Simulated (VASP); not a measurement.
# ZnSe (F-43m) in VASP: single point with PBE

Aim: the single point of ZnSe with PBE.

Program: VASP 6.6.1. These are calculated values, not measurements. Logs are shortened: lines on timing, memory, paths and dates and some standing lists are left out, and cuts for length are marked.

**1. The cell of the first run**

The structure is cubic, space group F-43m (No. 216). Conventional cell: a = 5.668 Å, b = 5.668 Å, c = 5.668 Å, α = 90.00°, β = 90.00°, γ = 90.00°. Within 3.2 Å of Zn (site symmetry -43m) lie 4 Se at 2.45 Å. Within 3.2 Å of Se (site symmetry -43m) lie 4 Zn at 2.45 Å.

**2. Single point, PBE**

INCAR

```
PREC     = Accurate       # precision mode
ENCUT    = 520            # plane-wave cutoff, eV
EDIFF    = 1E-6           # SCF threshold, eV
ISMEAR   = 0              # smearing method
SIGMA    = 0.05           # smearing width, eV
LREAL    = Auto         
LASPH    = T              # aspherical terms in the spheres
NELM     = 100            # most SCF steps
ALGO     = Normal         # electronic algorithm
ISIF     = 2              # what is computed and relaxed
LWAVE    = F              # write WAVECAR
LCHARG   = T              # write CHGCAR
GGA      = PE             # functional
LELF     = T              # ELF
LVHAR    = T            
NBANDS   = 276            # bands
```

KPOINTS

```
regular mesh
0
Gamma
  1 1 1
```

POSCAR

```
ZnSe
1.0
    0.0000000000      8.5014000000      8.5014000000
    8.5014000000      0.0000000000      8.5014000000
    8.5014000000      8.5014000000      0.0000000000
Zn Se
27 27
Direct
    0.0000000000      0.0000000000      0.0000000000
    0.0000000000      0.0000000000      0.3333330000
    0.0000000000      0.0000000000      0.6666670000
    0.0000000000      0.3333330000      0.0000000000
    0.0000000000      0.3333330000      0.3333330000
    0.0000000000      0.3333330000      0.6666670000
    0.0000000000      0.6666670000      0.0000000000
    0.0000000000      0.6666670000      0.3333330000
    0.0000000000      0.6666670000      0.6666670000
    0.3333330000      0.0000000000      0.0000000000
    0.3333330000      0.0000000000      0.3333330000
    0.3333330000      0.0000000000      0.6666670000
    0.3333330000      0.3333330000      0.0000000000
    0.3333330000      0.3333330000      0.3333330000
    0.3333330000      0.3333330000      0.6666670000
    0.3333330000      0.6666670000      0.0000000000
    0.3333330000      0.6666670000      0.3333330000
    0.3333330000      0.6666670000      0.6666670000
    0.6666670000      0.0000000000      0.0000000000
    0.6666670000      0.0000000000      0.3333330000
    0.6666670000      0.0000000000      0.6666670000
    0.6666670000      0.3333330000      0.0000000000
    0.6666670000      0.3333330000      0.3333330000
    0.6666670000      0.3333330000      0.6666670000
    0.6666670000      0.6666670000      0.0000000000
    0.6666670000      0.6666670000      0.3333330000
    0.6666670000      0.6666670000      0.6666670000
    0.0833330000      0.0833330000      0.0833330000
    0.0833330000      0.0833330000      0.4166670000
    0.0833330000      0.0833330000      0.7500000000
    0.0833330000      0.4166670000      0.0833330000
    0.0833330000      0.4166670000      0.4166670000
    0.0833330000      0.4166670000      0.7500000000
    0.0833330000      0.7500000000      0.0833330000
    0.0833330000      0.7500000000      0.4166670000
    0.0833330000      0.7500000000      0.7500000000
    0.4166670000      0.0833330000      0.0833330000
    0.4166670000      0.0833330000      0.4166670000
    0.4166670000      0.0833330000      0.7500000000
    0.4166670000      0.4166670000      0.0833330000
    0.4166670000      0.4166670000      0.4166670000
    0.4166670000      0.4166670000      0.7500000000
    0.4166670000      0.7500000000      0.0833330000
    0.4166670000      0.7500000000      0.4166670000
    0.4166670000      0.7500000000      0.7500000000
    0.7500000000      0.0833330000      0.0833330000
    0.7500000000      0.0833330000      0.4166670000
    0.7500000000      0.0833330000      0.7500000000
    0.7500000000      0.4166670000      0.0833330000
    0.7500000000      0.4166670000      0.4166670000
    0.7500000000      0.4166670000      0.7500000000
    0.7500000000      0.7500000000      0.0833330000
    0.7500000000      0.7500000000      0.4166670000
    0.7500000000      0.7500000000      0.7500000000
```

Potentials or basis: VASP PAW PBE potentials, release 64 (Zn, Se).

On the command line:

```console
$ cat potpaw_PBE.64/Zn/POTCAR potpaw_PBE.64/Se/POTCAR > POTCAR
$ mpirun -np 1 vasp_gam > vasp.out
```

OUTCAR:

```text
PREC = Accurate
   ENCUT = 520
   EDIFF = 1E-6
   ISMEAR = 0
   LREAL = Auto
   LASPH = T
   NELM = 100
   ISIF = 2
   GGA = PE

 ion  position               nearest neighbor table
   1  0.000  0.000  0.000-  28 2.45  30 2.45  34 2.45  46 2.45
   2  0.000  0.000  0.333-  28 2.45  29 2.45  35 2.45  47 2.45
   3  0.000  0.000  0.667-  30 2.45  29 2.45  36 2.45  48 2.45
   4  0.000  0.333  0.000-  28 2.45  31 2.45  33 2.45  49 2.45
   5  0.000  0.333  0.333-  29 2.45  31 2.45  50 2.45  32 2.45
   6  0.000  0.333  0.667-  30 2.45  32 2.45  33 2.45  51 2.45
[... 46 lines left out ...]
  53  0.750  0.750  0.417-   8 2.45  20 2.45  26 2.45  27 2.45
  54  0.750  0.750  0.750-  27 2.45  21 2.45  25 2.45   9 2.45

  LATTYP: Found a face centered cubic cell.
 ALAT       =    17.0028000000

  Lattice vectors:

 A1 = (   0.0000000000,   8.5014000000,   8.5014000000)
 A2 = (   8.5014000000,   0.0000000000,   8.5014000000)
 A3 = (   8.5014000000,   8.5014000000,   0.0000000000)

Analysis of symmetry for initial positions (statically):
=====================================================================
 Subroutine PRICEL returns following result:

  LATTYP: Found a face centered cubic cell.
 ALAT       =     5.6675943324

  Lattice vectors:

 A1 = (   0.0000000000,   2.8337971662,   2.8337971662)
 A2 = (   2.8337971662,   0.0000000000,   2.8337971662)
 A3 = (   2.8337971662,   2.8337971662,   0.0000000000)

  27 primitive cells build up your supercell.

 Routine SETGRP: Setting up the symmetry group for a
 face centered cubic supercell.

 Subroutine GETGRP returns: Found 24 space group operations
 (whereof 24 operations were pure point group operations)
 out of a pool of 48 trial point group operations.

The static configuration has the point symmetry T_d .

Analysis of symmetry for dynamics (positions and initial velocities):
=====================================================================
 Subroutine PRICEL returns following result:

  LATTYP: Found a face centered cubic cell.
 ALAT       =     5.6675943324

  Lattice vectors:

 A1 = (   0.0000000000,   2.8337971662,   2.8337971662)
 A2 = (   2.8337971662,   0.0000000000,   2.8337971662)
 A3 = (   2.8337971662,   2.8337971662,   0.0000000000)

  27 primitive cells build up your supercell.

 Routine SETGRP: Setting up the symmetry group for a
 face centered cubic supercell.

 Subroutine GETGRP returns: Found 24 space group operations
 (whereof 24 operations were pure point group operations)
 out of a pool of 48 trial point group operations.

The dynamic configuration has the point symmetry T_d .

 Subroutine INISYM returns: Found 24 space group operations
 (whereof 24 operations are pure point group operations),
 and found    27 'primitive' translations

----------------------------------------------------------------------------------------

                                     Primitive cell

  volume of cell :      45.5131

  direct lattice vectors                    reciprocal lattice vectors
     0.000000000  2.833797166  2.833797166    -0.176441704  0.176441704  0.176441704
     2.833797166  0.000000000  2.833797166     0.176441704 -0.176441704  0.176441704
     2.833797166  2.833797166  0.000000000     0.176441704  0.176441704 -0.176441704

  length of vectors
     4.007594385  4.007594385  4.007594385     0.305605995  0.305605995  0.305605995

  position of ions in fractional coordinates (direct lattice)
     0.000000000  0.000000000  0.000000000
     0.249999250  0.249999250  0.249999250

  ion indices of the primitive-cell ions
   primitive index   ion index
                 1           1
                 2          28

----------------------------------------------------------------------------------------

 KPOINTS: regular mesh

Automatic generation of k-mesh.
 Grid dimensions read from file:
 generate k-points for:    1    1    1

 Generating k-lattice:

  Cartesian coordinates                     Fractional coordinates (reciprocal lattice)
    -0.058813842  0.058813842  0.058813842     1.000000000  0.000000000  0.000000000
     0.058813842 -0.058813842  0.058813842     0.000000000  1.000000000  0.000000000
     0.058813842  0.058813842 -0.058813842     0.000000000  0.000000000  1.000000000

  Length of vectors
     0.101868563  0.101868563  0.101868563

  Shift w.r.t. Gamma in fractional coordinates (k-lattice)
     0.000000000  0.000000000  0.000000000

 Subroutine IBZKPT returns following result:
 ===========================================

 Found      1 irreducible k-points:

 Following reciprocal coordinates:
            Coordinates               Weight
  0.000000  0.000000  0.000000      1.000000
   k-points           NKPTS =      1   k-points in BZ     NKDIM =      1   number of bands    NBANDS=    276
   number of dos      NEDOS =    301   number of ions     NIONS =     54
   total plane-waves  NPLWV = 729000
   dimension x,y,z NGX =    90 NGY =   90 NGZ =   90
   dimension x,y,z NGXF=   180 NGYF=  180 NGZF=  180
   ions per type =              27  27
   NGX,Y,Z   is equivalent  to a cutoff of  12.44, 12.44, 12.44 a.u.
   NGXF,Y,Z  is equivalent  to a cutoff of  24.89, 24.89, 24.89 a.u.
 SYSTEM =  unknown system
   PREC   = accura    normal or accurate (medium, high low for compatibility)
   ISTART =      0    job   : 0-new  1-cont  2-samecut
   ICHARG =      2    charge: 1-file 2-atom 10-const
   ISPIN  =      1    spin polarized calculation?
   LNONCOLLINEAR =      F non collinear calculations
   LSORBIT =      F    spin-orbit coupling
   LASPH  =      T    aspherical Exc in radial PAW
   ENCUT  =  520.0 eV  38.22 Ry    6.18 a.u.  22.35 22.35 22.35*2*pi/ulx,y,z
   NELM   =    100;   NELMIN=  2; NELMDL= -5     # of ELM steps
   EDIFF  = 0.1E-05   stopping-criterion for ELM
   LREAL  =      T    real-space projection
   EDIFFG = 0.1E-04   stopping-criterion for IOM
   NSW    =      0    number of steps for IOM
   IBRION =     -1    ionic relax: 0-MD 1-quasi-New 2-CG
   NFREE  =      0    steps in history (QN), initial steepest desc. (CG)
   ISIF   =      2    stress and relaxation
   ISYM   =      2    0-nonsym 1-usesym 2-fastsym
   POTIM  = 0.5000    time-step for ionic-motion
   TEBEG  =    0.0;   TEEND  =   0.0 temperature during run
   PSTRESS=    0.0 pullay stress
   NELECT =     486.0000    total number of electrons
   NUPDOWN=      -1.0000    fix difference up-down
   EMIN   =  10.00;   EMAX   =-10.00  energy-range for DOS
   EFERMI =   0.00;   METHOD = LEGACY
   ISMEAR =     0;   SIGMA  =   0.05  broadening in eV -4-tet -1-fermi 0-gaus
   EFERMI_NEDOS =   21; number of points for ismear=-14 and -15
   IALGO  =     38    algorithm
   IMIX   =      4    mixing-type and parameters
     AMIX     =   0.40;   BMIX     =  1.00
     AMIX_MAG =   1.60;   BMIX_MAG =  1.00
  volume/ion in A,a.u.               =      22.76       153.57
  Fermi-wavevector in a.u.,A,eV,Ry     =   1.201673  2.270834 19.647073  1.444019
  Thomas-Fermi vector in A             =   2.337476
   LORBIT       =      0    0 simple, 1 ext, 2 COOP (PROOUT), +10 PAW based schemes
   GGA     = PE    functional components
   LHFCALC =     F    Hartree Fock is set to
   AEXX    =    0.0000 exact exchange contribution
   IVDW    =     0    specifies the selected vdW correction
   LEPSILON=     F    determine dielectric tensor
   LRPA    =     F    only Hartree local field effects (RPA)
 non-spin polarized calculation
 Gauss-broadening in eV      SIGMA  =   0.05
  energy-cutoff  :      520.00
  volume of cell :     1228.86
 maximum number of plane-waves:     16540
 NGX is ok and might be reduce to    90
   NGX = 45   NGY = 45   NGZ = 45

 number of electron     486.0000313 magnetization

 Free energy of the ion-electron system (eV)
  ---------------------------------------------------
  ext. energy  EPLUGINS =         0.00000000
  ---------------------------------------------------
  free energy    TOTEN  =      -154.97968817 eV

  energy without entropy =     -154.97968817  energy(sigma->0) =     -154.97968817

 E-fermi :   1.9846     XC(G=0):  -9.2748

 val. band max:        1.7099373413   @ k =   0.0000   0.0000   0.0000
 cond. band min:       2.9619205352   @ k =   0.0000   0.0000   0.0000
 fundamental gap:      1.2519831939
 Fermi energy:         1.9845900899

 k-point     1 :       0.0000    0.0000    0.0000
  band No.  band energies     occupation
      1     -11.5347      2.00000
      2     -10.9612      2.00000
      3     -10.9612      2.00000
      4     -10.9612      2.00000
      5     -10.9612      2.00000
      6     -10.9612      2.00000
[... 247 lines left out ...]
    254       5.0707      0.00000
    255       5.0707      0.00000
 [bands above 255 left out]

------------------------ aborting loop because EDIFF is reached ----------------------------------------

  FORCE on cell =-STRESS in cart. coord.  units (eV):
  Direction    XX          YY          ZZ          XY          YZ          ZX
  --------------------------------------------------------------------------------------
  -------------------------------------------------------------------------------------
  Total       28.8480824     28.8480824     28.8480824      0.0000000     -0.0000000      0.0000000
  in kB       37.6119790     37.6119790     37.6119790      0.0000000     -0.0000000      0.0000000
  external PRESSURE =      37.6119790 kB  Pullay stress =       0.0000000 kB

 VOLUME and BASIS-vectors are now :
 -----------------------------------------------------------------------------
  energy-cutoff  :      520.00
  volume of cell :     1228.86
      direct lattice vectors                 reciprocal lattice vectors
     0.000000000  8.501400000  8.501400000    -0.058813842  0.058813842  0.058813842
     8.501400000  0.000000000  8.501400000     0.058813842 -0.058813842  0.058813842
     8.501400000  8.501400000  0.000000000     0.058813842  0.058813842 -0.058813842

 POSITION                                       TOTAL-FORCE (eV/Angst)
 -----------------------------------------------------------------------------------
      0.00000      0.00000      0.00000         0.000000      0.000000     -0.000000
      2.83380      2.83380      0.00000        -0.000000      0.000000      0.000000
      5.66760      5.66760      0.00000        -0.000000     -0.000000     -0.000000
      2.83380      0.00000      2.83380         0.000000     -0.000000      0.000000
      5.66759      2.83380      2.83380         0.000000     -0.000000      0.000000
      8.50140      5.66760      2.83380         0.000000     -0.000000      0.000000
[... 46 lines left out ...]
      9.91830      9.91830     12.75210        -0.000000     -0.000000      0.000000
     12.75210     12.75210     12.75210        -0.000000     -0.000000      0.000000
 -----------------------------------------------------------------------------------
    total drift:                               -0.000018     -0.000018     -0.000023

  FREE ENERGIE OF THE ION-ELECTRON SYSTEM (eV)
  ---------------------------------------------------
  free  energy   TOTEN  =      -154.9796881737 eV

  energy  without entropy=     -154.9796881737  energy(sigma->0) =     -154.97968817
```

It took 8.6 min on 1 thread of Intel Xeon Platinum 8559C (Emerald Rapids), shared host; peak memory 1.3 GiB.

What came out:

```
Free energy            : -154.9797 eV
Pressure               : 3.8 GPa
Band gap on the k mesh : 1.25 eV
```

Caveat: the k points lie up to 0.64 Å⁻¹ apart. A k mesh can miss the band edges.
